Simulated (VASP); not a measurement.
Input of a VASP 6.6.1 run:

INCAR

```
  ALGO = Normal
  EDIFF = 1E-8
  ENCUT = 520
  GGA = PE
  ISIF = 2
  ISMEAR = 0
  LASPH = True
  LCHARG = False
  LEPSILON = True
  LREAL = False
  LWAVE = False
  NELM = 60
  PREC = Accurate
  SIGMA = 0.01
```

Contents of KPOINTS:

```
k-points
0
Gamma
  9 9 9
```

Contents of POSCAR:

```
HfO2
1.0
    0.0000000000      2.5575000000      2.5575000000
    2.5575000000      0.0000000000      2.5575000000
    2.5575000000      2.5575000000      0.0000000000
Hf O
1 2
Direct
    0.0000000000      0.0000000000      0.0000000000
    0.7500000000      0.7500000000      0.7500000000
    0.2500000000      0.2500000000      0.2500000000
```

Potentials or basis: VASP PAW PBE potentials, release 64 (Hf_pv, O).

The run is started by

```sh
$ cat potpaw_PBE.64/Hf_pv/POTCAR potpaw_PBE.64/O/POTCAR > POTCAR
$ mpirun -np 1 vasp_std > vasp.out
```

Q: What does it give for the electronic dielectric tensor (diagonal)?

A: 5.27.

Q: Estimate the Born charges (mean of the diagonal).

A: Hf +5.51; O -2.75 e.

Q: Estimate the band gap on the k mesh.

A: 3.84 eV (least direct gap 3.95 eV).

Born effective charge tensors (e):
atom 1, Hf
```
5.51 0.00 0.00
0.00 5.51 0.00
0.00 0.00 5.51
```
atom 2, O
```
-2.75  0.00  0.00
 0.00 -2.75  0.00
 0.00  0.00 -2.75
```
atom 3, O
```
-2.75  0.00  0.00
 0.00 -2.75  0.00
 0.00  0.00 -2.75
```

Caveat: spin-orbit coupling is left out, which moves the levels of the heavy elements; an odd mesh through Γ misses points on the zone boundary, where band edges can lie.
